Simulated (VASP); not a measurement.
Wanted: the native input for a VASP 6.6.1 run.

| Item | Value |
| --- | --- |
| Task | single point |
| Functional | PBE |
| Dispersion | D3(BJ) |
| Potentials or basis | VASP PAW PBE potentials, release 64 (O_h, H_h, C_h) |
| Cutoff | 1000 eV |
| k mesh | 1 × 1 × 1 |
| Occupations | fermi-dirac, width 0.02 eV |
| Spin | no spin polarisation |
| Dipole correction | no |
| Further INCAR settings | LREAL = Auto; ALGO = Normal; EDIFF = 1e-06; NBANDS = 48 |

The structure of H12CO8 lies in POSCAR:

```
H12CO8
1.0
    6.2658270000      0.0000000000      0.0000000000
    0.0000000000      6.2658270000      0.0000000000
    0.0000000000      0.0000000000      6.2658270000
O H C
8 12 1
Direct
    0.2736590078      0.0537359234      0.8402242832
    0.4861130063      0.4105443703      0.3784496444
    1.0757558420      0.2456499358      0.2236735869
    0.2521774061      0.7720289756      0.1892328020
    0.9513827943      0.6491880481      0.8709624444
    0.9234854394      0.9146597887      0.5419396354
    0.6809476227      0.2972791940      0.9333325034
    0.6646369266     -0.0397234076      1.1026477431
    0.1822425037      0.1526693922      0.9078131267
    0.1982340081      0.0328288668      0.6997001354
    0.4370213222      0.5044026910      0.5000297646
    0.5260279290      0.2722066856      0.4484962639
    1.1603576032      0.3665118746      0.2682646680
    1.0341332437      0.1765130126      0.3635753110
    0.3021628270      0.8959391953      0.1073122510
    0.3719221740      0.6707015690      0.1818913928
    0.8696856776      0.5434238768      0.9352157345
    1.0645043344      0.6780429782      0.9686191464
    1.0018789220      0.8324040865      0.4285627420
    0.9060416127      0.8031501668      0.6561304677
    0.6732231835      0.1249635523      1.0149657819
```

One way to write it, as run:

INCAR

```
SYSTEM = H12CO8
PREC     = Accurate       ! precision mode
ENCUT    = 1000           ! plane-wave cutoff, eV
EDIFF    = 1E-6           ! SCF threshold, eV
ISMEAR   = -1             ! smearing method
SIGMA    = 0.02           ! smearing width, eV
LREAL    = Auto         
LASPH    = .True.         ! aspherical terms in the spheres
NELM     = 120            ! most SCF steps
ALGO     = Normal         ! electronic algorithm
ISIF     = 2              ! what is computed and relaxed
LWAVE    = .False.        ! write WAVECAR
LCHARG   = .False.        ! write CHGCAR
GGA      = PE             ! functional
IVDW     = 12             ! dispersion correction
NBANDS   = 48             ! bands
GGA_COMPAT= .False.
```

KPOINTS

```
Automatic mesh
0
Gamma
  1 1 1
  0 0 0
```

Potentials or basis: VASP PAW PBE potentials, release 64 (O_h, H_h, C_h).

Command:

```console
$ cat potpaw_PBE.64/O_h/POTCAR potpaw_PBE.64/H_h/POTCAR potpaw_PBE.64/C_h/POTCAR > POTCAR
$ mpirun -np 1 vasp_gam > vasp.out
```

Results of the run:

- Pressure: -1.0 GPa
- Largest force: 2.335 eV/Å
- Dispersion energy per atom: -0.035 eV

Caveat: the k points lie up to 1.00 Å⁻¹ apart, too coarse for converged energies, forces and pressures.

It took 46 s on 1 thread of AMD EPYC 7R13 Processor (Zen 3), with other jobs on the host, peak memory 0.63 GiB.
